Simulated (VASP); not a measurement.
Write the native input for VASP 6.6.1 that does the following.

```
Task                   : single point
Functional             : PBEsol
Potentials or basis    : VASP PAW PBE potentials, release 64 (Zr_sv, N)
Cutoff                 : 520 eV
k mesh                 : 8 × 8 × 10
Occupations            : gaussian, width 0.1 eV
Spin                   : no spin polarisation
Dipole correction      : no
Further INCAR settings : ALGO = Normal; EDIFF = 1e-06; NBANDS = 38
```

The structure of Zr2N lies in POSCAR:

```
Zr2N
1.0
    5.3700378840      0.0000000000      0.0000000000
    0.0000000000      5.3700378840      0.0000000000
    0.0000000000      0.0000000000      3.2726291646
Zr N
4 2
Direct
    0.2962511760      0.2962511760      0.0000000000
    0.7037488240      0.7037488240      0.0000000000
    0.7962511760      0.2037488240      0.5000000000
    0.2037488240      0.7962511760      0.5000000000
    0.0000000000      0.0000000000      0.0000000000
    0.5000000000      0.5000000000      0.5000000000
```

The input as run:

INCAR

```
SYSTEM = Zr2N
ALGO     = Normal         ! electronic algorithm
EDIFF    = 1E-6           ! SCF threshold, eV
ENCUT    = 520            ! plane-wave cutoff, eV
GGA      = PS             ! functional
ISIF     = 2              ! what is computed and relaxed
ISMEAR   = 0              ! smearing method
LASPH    = .TRUE.         ! aspherical terms in the spheres
LCHARG   = .FALSE.        ! write CHGCAR
LREAL    = .FALSE.        ! projectors in reciprocal space
LWAVE    = .FALSE.        ! write WAVECAR
NBANDS   = 38             ! bands
NELM     = 80             ! most SCF steps
PREC     = Accurate       ! precision mode
SIGMA    = 0.1            ! smearing width, eV
```

KPOINTS

```
k-points
0
G
  8 8 10
  0 0 0
```

Potentials or basis: VASP PAW PBE potentials, release 64 (Zr_sv, N).

Command:

```bash
$ cat potpaw_PBE.64/Zr_sv/POTCAR potpaw_PBE.64/N/POTCAR > POTCAR
$ mpirun -np 1 vasp_std > vasp.out
```

It gave:

| Property | Result |
| --- | --- |
| Pressure | 0.2 GPa |
| Largest force | 0.006 eV/Å |
| Band gap on the k mesh | zero (bands 29 and 30 overlap by 2.59 eV) |

Caveat: the PAW data sets were made with another functional, which shifts forces and pressure a little.

It took 5.9 min on 1 thread of Intel Xeon 8259CL, on a shared host, peak memory 0.35 GiB.
